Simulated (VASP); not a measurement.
## Co2H2C: single point with PBE+U

Crystal: Co2H2C.

```
CELL_PARAMETERS angstrom
1.69781 2.94069 0.00000
-1.69781 2.94069 3.46668
3.39561 0.00000 3.46668
ATOMIC_POSITIONS crystal
Co 0.25000 0.41670 0.08330
Co 0.75000 0.91670 0.58330
Co 0.24995 0.08335 0.41665
Co 0.74995 0.58335 0.91665
H 0.00000 0.33330 0.66670
H 0.50000 0.83330 0.16670
H 0.00005 0.66665 0.33335
H 0.50005 0.16665 0.83335
C 0.00000 0.00000 0.00000
C 0.50000 0.50000 0.50000
```

* Program: VASP 6.6.1
* Task: single point
* Functional: PBE
* Potentials or basis: VASP PAW PBE potentials, release 64 (Co_sv, H, C)
* Cutoff: 600 eV
* k mesh: 6 × 4 × 4, shifted
* Occupations: fermi-dirac, width 0.1 eV
* Spin: collinear spin, ferrimagnetic start
* Starting moments: [3.0, 3.0, 3.0, -3.0, 0.0, 0.0, 0.0, 0.0, 0.0, 0.0] μB
* Hubbard terms: Co d U = 4.37 eV
* Dipole correction: no
* Further INCAR settings: ALGO = Normal; EDIFF = 1e-06; NBANDS = 55; ISYM = 0

The pressure is 36.8 GPa and the largest force is 0.999 eV/Å. The net moment is 3.79 μB per cell and the site moments are Co +1.52, +1.68, +1.87, -1.27; H +0.01, -0.01 (each value once); C +0.04 μB. The valence electrons inside the program's atomic spheres are Co 15.42, 15.41, 15.38 (each value once); H 0.49; C 2.09.

Forces on the atoms (eV/Å):
```
Co   0.863 -0.504  0.000
Co  -0.816  0.467  0.000
Co  -0.271  0.161  0.000
Co   0.435 -0.247  0.000
H    0.030 -0.018  0.034
H    0.031 -0.017 -0.034
H   -0.012  0.008  0.034
H   -0.013  0.007 -0.034
C   -0.118  0.079  0.036
C   -0.128  0.063 -0.036
```

Stress tensor (GPa, compression positive):
```
59.07  1.03 -0.04
 1.03 60.33 -0.06
-0.04 -0.06 -8.92
```

Levels at points of the mesh, in eV from the Fermi level:
Spin up:
```
           k point  band 38  band 39  band 40  band 41  band 42  band 43  band 44  band 45  band 46  band 47
(0.00, 0.12, 0.12)    -1.96    -1.55    -1.29    -0.66    -0.41    -0.06     0.27     0.55     1.68     1.91
```
Spin down:
| k point | band 35 | band 36 | band 37 | band 38 | band 39 | band 40 | band 41 | band 42 |
| --- | --- | --- | --- | --- | --- | --- | --- | --- |
| (0.00, 0.12, 0.12) | -1.35 | -1.17 | -0.45 | -0.09 | -0.07 | 0.34 | 0.49 | 0.80 |

Eigenvalues of the final occupation matrices:
```csv
site,spin,trace,eigenvalues
site 1 d,1,4.28,0.79 0.81 0.87 0.90 0.91
site 1 d,2,2.77,0.12 0.56 0.56 0.76 0.77
site 2 d,1,4.36,0.81 0.87 0.89 0.89 0.90
site 2 d,2,2.68,0.18 0.51 0.60 0.63 0.77
site 3 d,1,4.45,0.84 0.89 0.89 0.91 0.91
site 3 d,2,2.56,0.26 0.40 0.57 0.61 0.72
site 4 d,1,2.91,0.12 0.32 0.78 0.82 0.86
site 4 d,2,4.15,0.79 0.80 0.83 0.86 0.87
```

Wall time 14 min on 1 thread of AMD EPYC 9R45 96-Core Processor (Zen 5), with other jobs on the host, peak memory 0.43 GiB.

Caveat: the cell stands under pressure; the U is typed as a test and isn't derived for this compound. The state reached can hang on the start; a lower one may exist.
